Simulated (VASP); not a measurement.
# PbSe (Fm-3m) in VASP: notebook, part 2 of 2

VASP 6.6.1. Earlier steps stand in the parts before.

## (3) Single point, HSE06

Input file POSCAR:

```
PbSe
1.0
    0.0000000000      3.0696893648      3.0696893648
    3.0696893648      0.0000000000      3.0696893648
    3.0696893648      3.0696893648      0.0000000000
Pb Se
1 1
Direct
    0.0000000000      0.0000000000      0.0000000000
    0.5000000000      0.5000000000      0.5000000000
```

Input file INCAR.step1:

```
SYSTEM = PbSe
ALGO     = Normal         ! electronic algorithm
EDIFF    = 1E-5           ! SCF threshold, eV
ENCUT    = 520            ! plane-wave cutoff, eV
GGA      = PE             ! functional
ISIF     = 2              ! what is computed and relaxed
ISMEAR   = 1              ! smearing method
LASPH    = .True.         ! aspherical terms in the spheres
LCHARG   = .False.        ! write CHGCAR
LREAL    = .False.        ! projectors in reciprocal space
LWAVE    = .True.         ! write WAVECAR
NBANDS   = 17             ! bands
NELM     = 100            ! most SCF steps
PREC     = Accurate       ! precision mode
SIGMA    = 0.05           ! smearing width, eV
```

Input file INCAR.step2:

```
SYSTEM = PbSe
ALGO     = Normal         ! electronic algorithm
EDIFF    = 1E-7           ! SCF threshold, eV
ENCUT    = 520            ! plane-wave cutoff, eV
GGA      = PE             ! functional
HFSCREEN = 0.2079         ! screening, 1/A
ISIF     = 2              ! what is computed and relaxed
ISMEAR   = 1              ! smearing method
ISTART   = 1            
LASPH    = .True.         ! aspherical terms in the spheres
LCHARG   = .False.        ! write CHGCAR
LHFCALC  = .True.         ! exact exchange
LREAL    = .False.        ! projectors in reciprocal space
LWAVE    = .False.        ! write WAVECAR
NBANDS   = 17             ! bands
NELM     = 100            ! most SCF steps
PREC     = Accurate       ! precision mode
PRECFOCK = Normal       
SIGMA    = 0.05           ! smearing width, eV
```

Input file KPOINTS:

```
k-points
0
Gamma
  4 4 4
  0 0 0
```

Potentials or basis: VASP PAW PBE potentials, release 64 (Pb_d, Se).

On the command line:

```console
> cat potpaw_PBE.64/Pb_d/POTCAR potpaw_PBE.64/Se/POTCAR > POTCAR
> cp INCAR.step1 INCAR
> mpirun -np 1 vasp_std > vasp.out
> cp INCAR.step2 INCAR
> mpirun -np 1 vasp_std > vasp.out
```

OUTCAR:

```text
SYSTEM = PbSe
   EDIFF = 1E-7
   ENCUT = 520
   GGA = PE
   HFSCREEN = 0.2079
   ISIF = 2
   ISMEAR = 1
   ISTART = 1
   LASPH = .True.
   LHFCALC = .True.
   LREAL = .False.
   NELM = 100
   PREC = Accurate
   PRECFOCK = Normal

 ion  position               nearest neighbor table
   1  0.000  0.000  0.000-   2 3.07   2 3.07   2 3.07   2 3.07   2 3.07   2 3.07
   2  0.500  0.500  0.500-   1 3.07   1 3.07   1 3.07   1 3.07   1 3.07   1 3.07

  LATTYP: Found a face centered cubic cell.
 ALAT       =     6.1393787296

  Lattice vectors:

 A1 = (   0.0000000000,   3.0696893648,   3.0696893648)
 A2 = (   3.0696893648,   0.0000000000,   3.0696893648)
 A3 = (   3.0696893648,   3.0696893648,   0.0000000000)

Analysis of symmetry for initial positions (statically):
=====================================================================
 Subroutine PRICEL returns:
 Original cell was already a primitive cell.

 Routine SETGRP: Setting up the symmetry group for a
 face centered cubic supercell.

 Subroutine GETGRP returns: Found 48 space group operations
 (whereof 48 operations were pure point group operations)
 out of a pool of 48 trial point group operations.

The static configuration has the point symmetry O_h .

Analysis of symmetry for dynamics (positions and initial velocities):
=====================================================================
 Subroutine PRICEL returns:
 Original cell was already a primitive cell.

 Routine SETGRP: Setting up the symmetry group for a
 face centered cubic supercell.

 Subroutine GETGRP returns: Found 48 space group operations
 (whereof 48 operations were pure point group operations)
 out of a pool of 48 trial point group operations.

The dynamic configuration has the point symmetry O_h .

 Subroutine INISYM returns: Found 48 space group operations
 (whereof 48 operations are pure point group operations),
 and found     1 'primitive' translations

----------------------------------------------------------------------------------------

                                     Primitive cell

  volume of cell :      57.8513

  direct lattice vectors                    reciprocal lattice vectors
     0.000000000  3.069689365  3.069689365    -0.162882931  0.162882931  0.162882931
     3.069689365  0.000000000  3.069689365     0.162882931 -0.162882931  0.162882931
     3.069689365  3.069689365  0.000000000     0.162882931  0.162882931 -0.162882931

  length of vectors
     4.341196332  4.341196332  4.341196332     0.282121512  0.282121512  0.282121512

  position of ions in fractional coordinates (direct lattice)
     0.000000000  0.000000000  0.000000000
     0.500000000  0.500000000  0.500000000

  ion indices of the primitive-cell ions
   primitive index   ion index
                 1           1
                 2           2

----------------------------------------------------------------------------------------

 KPOINTS: k-points

Automatic generation of k-mesh.
 Grid dimensions read from file:
 generate k-points for:    4    4    4
[... 22 lines left out ...]
  0.250000  0.000000  0.000000      8.000000
  0.500000  0.000000  0.000000      4.000000
  0.250000  0.250000  0.000000      6.000000
  0.500000  0.250000  0.000000     24.000000
 -0.250000  0.250000  0.000000     12.000000
  0.500000  0.500000  0.000000      3.000000
 -0.250000  0.500000  0.250000      6.000000
   k-points           NKPTS =      8   k-points in BZ     NKDIM =     64   number of bands    NBANDS=     17
   number of dos      NEDOS =    301   number of ions     NIONS =      2
   total plane-waves  NPLWV =  32768
   dimension x,y,z NGX =    32 NGY =   32 NGZ =   32
   dimension x,y,z NGXF=    64 NGYF=   64 NGZF=   64
   ions per type =               1   1
   NGX,Y,Z   is equivalent  to a cutoff of  12.25, 12.25, 12.25 a.u.
   NGXF,Y,Z  is equivalent  to a cutoff of  24.51, 24.51, 24.51 a.u.
 SYSTEM =  PbSe
   PREC   = accura    normal or accurate (medium, high low for compatibility)
   ISTART =      1    job   : 0-new  1-cont  2-samecut
   ICHARG =      0    charge: 1-file 2-atom 10-const
   ISPIN  =      1    spin polarized calculation?
   LNONCOLLINEAR =      F non collinear calculations
   LSORBIT =      F    spin-orbit coupling
   LASPH  =      T    aspherical Exc in radial PAW
   ENCUT  =  520.0 eV  38.22 Ry    6.18 a.u.   8.07  8.07  8.07*2*pi/ulx,y,z
   NELM   =    100;   NELMIN=  2; NELMDL=  0     # of ELM steps
   EDIFF  = 0.1E-06   stopping-criterion for ELM
   LREAL  =      F    real-space projection
   EDIFFG = 0.1E-05   stopping-criterion for IOM
   NSW    =      0    number of steps for IOM
   IBRION =     -1    ionic relax: 0-MD 1-quasi-New 2-CG
   NFREE  =      0    steps in history (QN), initial steepest desc. (CG)
   ISIF   =      2    stress and relaxation
   ISYM   =      3    0-nonsym 1-usesym 2-fastsym
   POTIM  = 0.5000    time-step for ionic-motion
   TEBEG  =    0.0;   TEEND  =   0.0 temperature during run
   PSTRESS=    0.0 pullay stress
   NELECT =      20.0000    total number of electrons
   NUPDOWN=      -1.0000    fix difference up-down
   EMIN   =  10.00;   EMAX   =-10.00  energy-range for DOS
   EFERMI =   0.00;   METHOD = LEGACY
   ISMEAR =     1;   SIGMA  =   0.05  broadening in eV -4-tet -1-fermi 0-gaus
   EFERMI_NEDOS =   21; number of points for ismear=-14 and -15
   IALGO  =     38    algorithm
   IMIX   =      1    mixing-type and parameters
     AMIX     =   0.40;   BMIX     =  1.00
     AMIX_MAG =   1.60;   BMIX_MAG =  1.00
  volume/ion in A,a.u.               =      28.93       195.20
  Fermi-wavevector in a.u.,A,eV,Ry     =   1.148983  2.171264 17.961904  1.320163
  Thomas-Fermi vector in A             =   2.285655
   LORBIT       =      0    0 simple, 1 ext, 2 COOP (PROOUT), +10 PAW based schemes
   GGA     = PE    functional components
   LHFCALC =     T    Hartree Fock is set to
   PRECFOCK=normal    Normal, Fast or Accurate (Low or Medium for compatibility)
   ENCUT4O =  -1.0   cutoff for four orbital integrals eV
   NKREDX  =     1    reduce k-point grid by
   NKREDY  =     1    reduce k-point grid by
   NKREDZ  =     1    reduce k-point grid by
   AEXX    =    0.2500 exact exchange contribution
   HFSCREEN=    0.2079 screening length (either q_TF or 0.3 A-1)
   HFSCREENC=   0.2079 screening length for correlation (either q_TF or 0.3 A-1)
   ENCUTFOCK=  -1.0 apply spherical cutoff to Coloumb kernel
   IVDW    =     0    specifies the selected vdW correction
   LEPSILON=     F    determine dielectric tensor
   LRPA    =     F    only Hartree local field effects (RPA)
 non-spin polarized calculation
 Methfessel and Paxton  Order N= 1 SIGMA  =   0.05
  energy-cutoff  :      520.00
  volume of cell :       57.85
 maximum number of plane-waves:      1588
  NGX = 28; NGY = 28; NGZ = 28

 number of electron      19.9999997 magnetization

 Free energy of the ion-electron system (eV)
  ---------------------------------------------------
  ext. energy  EPLUGINS =         0.00000000
  ---------------------------------------------------
  free energy    TOTEN  =        -9.72478398 eV

  energy without entropy =       -9.72496517  energy(sigma->0) =       -9.72484438

 E-fermi :   4.7057     XC(G=0):  -7.8991

 val. band max:        4.6636219810   @ k =   0.5000   0.0000   0.0000
 cond. band min:       5.4052103063   @ k =   0.5000   0.0000   0.0000
 fundamental gap:      0.7415883254
 Fermi energy:         4.7057160918

 k-point     1 :       0.0000    0.0000    0.0000
  band No.  band energies     occupation
      1     -13.9454      2.00000
      2     -13.9454      2.00000
      3     -13.9399      2.00000
      4     -13.9399      2.00000
      5     -13.9399      2.00000
      6     -10.2843      2.00000
[... 137 lines left out ...]
      4     -13.9283      2.00000
      5     -13.8972      2.00000
      6      -8.6977      2.00000
[... 9 lines left out ...]
     16      17.3960      0.00000
     17      18.2729      0.00000

------------------------ aborting loop because EDIFF is reached ----------------------------------------

  FORCE on cell =-STRESS in cart. coord.  units (eV):
  Direction    XX          YY          ZZ          XY          YZ          ZX
  --------------------------------------------------------------------------------------
  -------------------------------------------------------------------------------------
  Total        0.2769020      0.2769020      0.2769020     -0.0000000     -0.0000000      0.0000000
  in kB        7.6687282      7.6687282      7.6687282     -0.0000000     -0.0000000      0.0000000
  external PRESSURE =       7.6687282 kB  Pullay stress =       0.0000000 kB

 VOLUME and BASIS-vectors are now :
 -----------------------------------------------------------------------------
  energy-cutoff  :      520.00
  volume of cell :       57.85
      direct lattice vectors                 reciprocal lattice vectors
     0.000000000  3.069689365  3.069689365    -0.162882931  0.162882931  0.162882931
     3.069689365  0.000000000  3.069689365     0.162882931 -0.162882931  0.162882931
     3.069689365  3.069689365  0.000000000     0.162882931  0.162882931 -0.162882931

 POSITION                                       TOTAL-FORCE (eV/Angst)
 -----------------------------------------------------------------------------------
      0.00000      0.00000      0.00000        -0.000000      0.000000     -0.000000
      3.06969      3.06969      3.06969         0.000000     -0.000000      0.000000
 -----------------------------------------------------------------------------------
    total drift:                                0.000000      0.000000      0.000000

  FREE ENERGIE OF THE ION-ELECTRON SYSTEM (eV)
  ---------------------------------------------------
  free  energy   TOTEN  =        -9.7247839839 eV

  energy  without entropy=       -9.7249651684  energy(sigma->0) =       -9.72484438
```

Wall time 23 min (1 thread of Intel Xeon 8259CL, shared host); peak memory 0.3 GiB.

What came out:

- Free energy: -9.7248 eV
- Pressure: 0.8 GPa
- Band gap on the k mesh: 0.74 eV

Levels at points of the mesh, in eV from the valence-band top:
```tsv
k point	band 8	band 9	band 10	band 11	band 12	band 13
(0.00, 0.00, 0.00)	-2.14	-2.14	-2.14	5.47	5.47	5.47
(0.50, 0.00, 0.00)	-1.73	-1.73	0.00	0.74	2.20	2.20
(0.50, 0.50, 0.00)	-5.51	-3.61	-3.61	4.20	6.43	6.43
```

Caveat: the k points lie up to 0.44 Å⁻¹ apart; the PAW data sets were made with another functional, which shifts forces and pressure a little; spin-orbit coupling is left out, which moves the levels of the heavy elements. A k mesh can miss the band edges.
